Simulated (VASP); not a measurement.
# Al4Cl (Pm-3m) in VASP: further runs, part 2 of 2

VASP 6.6.1.

### 4 Relaxation of cell and atoms, PBE

This run uses another cell than the first one, of 26.11 Å³/atom, 1.533 times its volume.

The input, INCAR:

```
SYSTEM = Al4Cl
ALGO     = Normal         ! electronic algorithm
EDIFF    = 1E-6           ! SCF threshold, eV
EDIFFG   = -0.01          ! ionic threshold
ENCUT    = 600            ! plane-wave cutoff, eV
GGA      = PE             ! functional
IBRION   = 2              ! ionic algorithm
ISIF     = 3              ! what is computed and relaxed
ISMEAR   = 0              ! smearing method
LASPH    = .TRUE.         ! aspherical terms in the spheres
LCHARG   = .FALSE.        ! write CHGCAR
LREAL    = .FALSE.        ! projectors in reciprocal space
LWAVE    = .FALSE.        ! write WAVECAR
NELM     = 80             ! most SCF steps
NSW      = 100            ! ionic steps
PREC     = Accurate       ! precision mode
SIGMA    = 0.1            ! smearing width, eV
```

The input, KPOINTS:

```
k-points
0
G
  8 8 8
  0 0 0
```

The input, POSCAR:

```
Al4Cl
1.0
    5.0730665043      0.0000000000      0.0000000000
    0.0000000000      5.0730665043      0.0000000000
    0.0000000000      0.0000000000      5.0730665043
Al Cl
4 1
Direct
    0.5000000000      0.5000000000      0.5000000000
    0.0000000000      0.5000000000      0.5000000000
    0.5000000000      0.0000000000      0.5000000000
    0.5000000000      0.5000000000      0.0000000000
    0.0000000000      0.0000000000      0.0000000000
```

Potentials or basis: VASP PAW PBE potentials, release 64 (Al, Cl).

On the command line:

```sh
> cat potpaw_PBE.64/Al/POTCAR potpaw_PBE.64/Cl/POTCAR > POTCAR
> mpirun -np 1 vasp_std > vasp.out
```

OUTCAR:

```text
SYSTEM = Al4Cl
   EDIFF = 1E-6
   EDIFFG = -0.01
   ENCUT = 600
   GGA = PE
   IBRION = 2
   ISIF = 3
   ISMEAR = 0
   LASPH = .TRUE.
   LREAL = .FALSE.
   NELM = 80
   NSW = 100
   PREC = Accurate

 ion  position               nearest neighbor table
   1  0.500  0.500  0.500-   2 2.54   3 2.54   4 2.54   4 2.54   3 2.54   2 2.54
   2  0.000  0.500  0.500-   1 2.54   1 2.54
   3  0.500  0.000  0.500-   1 2.54   1 2.54
   4  0.500  0.500  0.000-   1 2.54   1 2.54
   5  0.000  0.000  0.000-

[... 638 lines left out ...]
  -------------------------------------------------------------------------------------
  Total        0.0248126      0.0248126      0.0248126      0.0000000      0.0000000      0.0000000
  in kB        0.3035805      0.3035805      0.3035805      0.0000000      0.0000000      0.0000000
  external PRESSURE =       0.3035805 kB  Pullay stress =       0.0000000 kB

 VOLUME and BASIS-vectors are now :
 -----------------------------------------------------------------------------
  energy-cutoff  :      600.00
  volume of cell :      130.95
      direct lattice vectors                 reciprocal lattice vectors
     5.078120021  0.000000000 -0.000000000     0.196923270 -0.000000000  0.000000000
     0.000000000  5.078120021  0.000000000    -0.000000000  0.196923270  0.000000000
    -0.000000000 -0.000000000  5.078120021     0.000000000 -0.000000000  0.196923270

 POSITION                                       TOTAL-FORCE (eV/Angst)
 -----------------------------------------------------------------------------------
      2.53906      2.53906      2.53906         0.000000      0.000000      0.000000
     -0.00000      2.53906      2.53906         0.000000      0.000000      0.000000
      2.53906      0.00000      2.53906         0.000000      0.000000      0.000000
      2.53906      2.53906     -0.00000        -0.000000     -0.000000      0.000000
      0.00000      0.00000      0.00000        -0.000000     -0.000000      0.000000
 -----------------------------------------------------------------------------------
    total drift:                               -0.000000     -0.000000      0.000000

  FREE ENERGIE OF THE ION-ELECTRON SYSTEM (eV)
  ---------------------------------------------------
  free  energy   TOTEN  =       -14.6553431430 eV

  energy  without entropy=      -14.6423997984  energy(sigma->0) =      -14.64887147

 reached required accuracy - stopping structural energy minimisation
```

CONTCAR:

```text
Al4Cl
   1.00000000000000
     5.0781200211248940    0.0000000000000000   -0.0000000000000000
     0.0000000000000000    5.0781200211248940    0.0000000000000000
    -0.0000000000000000   -0.0000000000000000    5.0781200211248940
  Al              Cl
     4     1
Direct
     0.5000000000000000    0.5000000000000000    0.5000000000000000
     0.0000000000000000    0.5000000000000000    0.5000000000000000
     0.5000000000000000    0.0000000000000000    0.5000000000000000
     0.5000000000000000    0.5000000000000000    0.0000000000000000
     0.0000000000000000    0.0000000000000000    0.0000000000000000

  0.00000000E+00  0.00000000E+00  0.00000000E+00
  0.00000000E+00  0.00000000E+00  0.00000000E+00
  0.00000000E+00  0.00000000E+00  0.00000000E+00
  0.00000000E+00  0.00000000E+00  0.00000000E+00
  0.00000000E+00  0.00000000E+00  0.00000000E+00
```

It took 54 s on 1 thread of AMD EPYC 9R45 (Zen 5), shared host; peak memory 0.26 GiB.

What came out:

```yaml
Free_energy: -14.6553 eV
Relaxed_volume: 26.19 Å³/atom
Relaxed_cell: a = 5.078 Å, b = 5.078 Å, c = 5.078 Å, α = 90.00°, β = 90.00°, γ = 90.00°
Space_group_after_relaxing_to_0.05_Å: Pm-3m (No. 221)
Energy_gained_by_relaxing: 0.0 meV/atom
Ionic_steps: 2
Pressure_after_relaxing: 0.0 GPa
```

Step by step:
```tsv
step	energy change (eV)	largest force (eV/Å)	pressure (GPa)	volume (Å³)
1	0.0000	0.0000	0.13	130.56
2	-0.0002	0.0000	0.03	130.95
```

Final structure:
```cif
data_structure
_symmetry_space_group_name_H-M 'P 1'
_symmetry_Int_Tables_number 1
_cell_length_a 5.0781
_cell_length_b 5.0781
_cell_length_c 5.0781
_cell_angle_alpha 90.000
_cell_angle_beta 90.000
_cell_angle_gamma 90.000
_cell_volume 130.95
loop_
_atom_site_label
_atom_site_type_symbol
_atom_site_fract_x
_atom_site_fract_y
_atom_site_fract_z
_atom_site_occupancy
Al1 Al 0.50000 0.50000 0.50000 1
Al2 Al 0.00000 0.50000 0.50000 1
Al3 Al 0.50000 0.00000 0.50000 1
Al4 Al 0.50000 0.50000 0.00000 1
Cl1 Cl 0.00000 0.00000 0.00000 1
```

Caveat: an odd number of electrons without spin polarisation forces a metal; a magnetic or distorted state may lie lower.

### 5 Summary

| task | cell | k mesh | cutoff (eV) | gap on the mesh (eV) | pressure (GPa) | relaxed volume (Å³/atom) |
| --- | --- | --- | --- | --- | --- | --- |
| relaxation of cell and atoms | relaxed from a = 4.399 Å, 5 atoms | 4 × 4 × 4 | 600 | none | 0.0 | 26.22 |
| single point | a = 5.081 Å, 5 atoms | 8 × 8 × 8 | 520 | none | 0.0 | - |
| relaxation of cell and atoms | relaxed from a = 5.073 Å, 5 atoms | 8 × 8 × 8 | 600 | none | 0.0 | 26.19 |

Alike in all rows: level PBE; potentials or basis VASP PAW PBE potentials, release 64 (Al, Cl); no spin polarisation; smearing gaussian 0.1 eV.

Caveats: an odd number of electrons without spin polarisation forces a metal; a magnetic or distorted state may lie lower; the volume moved by over 15 % at a fixed basis, so the end points are rough (some runs).

Total energies depend on the potentials used, so only differences within one code and one set of settings carry meaning.
